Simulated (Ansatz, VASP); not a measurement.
## ZnO in VASP and in Ansatz

POSCAR

```
ZnO
1.0
    0.0000000000      2.1999660489      2.1999660489
    2.1999660489      0.0000000000      2.1999660489
    2.1999660489      2.1999660489      0.0000000000
Zn O
1 1
Direct
    0.0000000000      0.0000000000      0.0000000000
    0.5000000000      0.5000000000      0.5000000000
```

The input INCAR.step1:

```
SYSTEM = ZnO
PREC = Accurate
ENCUT = 910
ISMEAR = 0
SIGMA = 0.05
LREAL = .FALSE.
LASPH = .TRUE.
NELM = 120
NBANDS = 16
GGA = PE
ALGO = Normal
EDIFF = 1E-5
LWAVE = .TRUE.
LCHARG = .FALSE.
GGA_COMPAT = .FALSE.
```

Contents of INCAR.step2:

```
SYSTEM = ZnO
PREC = Accurate
ENCUT = 910
EDIFF = 1E-6
ISMEAR = 0
SIGMA = 0.05
LREAL = .FALSE.
LASPH = .TRUE.
NELM = 120
ALGO = Normal
ISIF = 2
LWAVE = .FALSE.
LCHARG = .TRUE.
METAGGA = R2SCAN
LMIXTAU = .TRUE.
LELF = .TRUE.
LVHAR = .TRUE.
NBANDS = 16
ISTART = 1
GGA_COMPAT = .FALSE.
```

The input KPOINTS:

```
regular mesh
0
G
  14 14 14
  0 0 0
```

Input for Ansatz:

```yaml
crystal:
  lattice:
    - [0.0, 2.1999660489, 2.1999660489]
    - [2.1999660489, 0.0, 2.1999660489]
    - [2.1999660489, 2.1999660489, 0.0]
  atoms:
    - { symbol: Zn, position: [0.0, 0.0, 0.0] }
    - { symbol: O, position: [0.5, 0.5, 0.5] }
basis:
  ecutwfc: 500
kpoints:
  mp_grid: { grid: [14, 14, 14] }
hamiltonian:
  xc: r2scan
scf:
  occupations: { method: gaussian, width: 0.05 }
output:
  forces: true
  stress: true
  eigenvalues: true
```

Alike in both runs: task single point; functional r2SCAN; k mesh 14 × 14 × 14; occupations gaussian, width 0.05 eV; no spin polarisation.

|  | VASP | Ansatz |
| --- | --- | --- |
| version | VASP 6.6.1 | Ansatz 0.2.0 |
| potentials or method | VASP PAW PBE potentials, release 64 (Zn, O_h), cutoff 910 eV | scalar-relativistic, plane waves, PAW |
| valence electrons in the cell | 18 | 18 |

```csv
,VASP,Ansatz,Ansatz less VASP
gap on the k mesh at the Fermi level (eV),1.12,1.14,+0.017
least direct gap on the mesh (eV),2.22,2.24,+0.018
```

VASP's potentials were made for PBE, not for r2SCAN.

Noted on VASP's run: the cutoff is short for stress, so the pressure is rough.
